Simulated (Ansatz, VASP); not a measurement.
# SnTe in VASP and in Ansatz

Contents of POSCAR:

```
SnTe
1.0
    0.0000000000      3.6111460000      3.6111460000
    3.6111460000      0.0000000000      3.6111460000
    3.6111460000      3.6111460000      0.0000000000
Te Sn
1 1
Direct
    0.2500000000      0.2500000000      0.2500000000
    0.0000000000      0.0000000000      0.0000000000
```

Contents of INCAR.step1:

```
PREC = Accurate
ENCUT = 520
ISMEAR = -1
SIGMA = 0.05
LREAL = F
LASPH = T
NELM = 150
MAGMOM = 0 0 0 0 0 0
LSORBIT = T
GGA_COMPAT = F
NBANDS = 32
GGA = PE
ALGO = Normal
EDIFF = 1E-4
LWAVE = T
LCHARG = F
```

INCAR.step2

```
PREC = Accurate
ENCUT = 520
EDIFF = 1E-6
ISMEAR = -1
SIGMA = 0.05
LREAL = F
LASPH = T
NELM = 150
ALGO = Normal
ISIF = 2
LWAVE = F
LCHARG = F
MAGMOM = 0 0 0 0 0 0
LORBIT = 11
LSORBIT = T
GGA_COMPAT = F
LORBMOM = T
METAGGA = R2SCAN
LMIXTAU = T
NBANDS = 32
ISTART = 1
```

File KPOINTS:

```
regular mesh
0
Gamma
  7 7 7
```

The input input.yaml:

```yaml
crystal:
  lattice:
    - [0.0, 3.611146, 3.611146]
    - [3.611146, 0.0, 3.611146]
    - [3.611146, 3.611146, 0.0]
  atoms:
    - { symbol: Te, position: [0.25, 0.25, 0.25] }
    - { symbol: Sn, position: [0.0, 0.0, 0.0] }
hamiltonian:
  xc: r2scan
  pseudopotentials: { kind: paw_fr }
magnetization:
  noncollinear: true
  spin_orbit: true
kpoints:
  mp_grid: { grid: [7, 7, 7] }
  band_path:
    path:
      - [[0.0, 0.0, 0.0], [0.5, 0.0, 0.5], [0.5, 0.25, 0.75], [0.375, 0.375, 0.75], [0.0, 0.0, 0.0], [0.5, 0.5, 0.5], [0.625, 0.25, 0.625], [0.5, 0.25, 0.75], [0.5, 0.5, 0.5], [0.375, 0.375, 0.75]]
      - [[0.625, 0.25, 0.625], [0.5, 0.0, 0.5]]
    npoints: 14
scf:
  occupations: { method: fermi_dirac, width: 0.05 }
  n_extra_bands: 6
output:
  forces: true
  stress: true
  eigenvalues: true
  fatbands: false
  write_density: true
  write_potential: true
  elf: true
  volumetric_format: npy
```

Alike in both runs: functional r2SCAN; k mesh 7 × 7 × 7; occupations fermi-dirac, width 0.05 eV; non-collinear spin, spin-orbit coupling.

|  | VASP | Ansatz |
| --- | --- | --- |
| version | VASP 6.6.1 | Ansatz 0.2.0 |
| potentials or method | VASP PAW PBE potentials, release 64 (Te, Sn_d) | Ansatz PAW |
| plane-wave cutoff (eV) | 520 | 500 |
| valence electrons in the cell | 20 | 30 |
| task | single point | band structure |

|  | VASP | Ansatz | Ansatz less VASP |
| --- | --- | --- | --- |
| pressure (GPa) | -0.6 | -0.6 | 0.00 |
| net moment per atom (μB) | 0.00 | 0.00 | 0.000 |

VASP's potentials were made for PBE, not for r2SCAN. The functional is the same, so the differences come from potentials, cutoffs and numerics. VASP's potentials hold 20 valence electrons a cell and Ansatz's 30, so a difference there can come from the potentials and not from the codes.
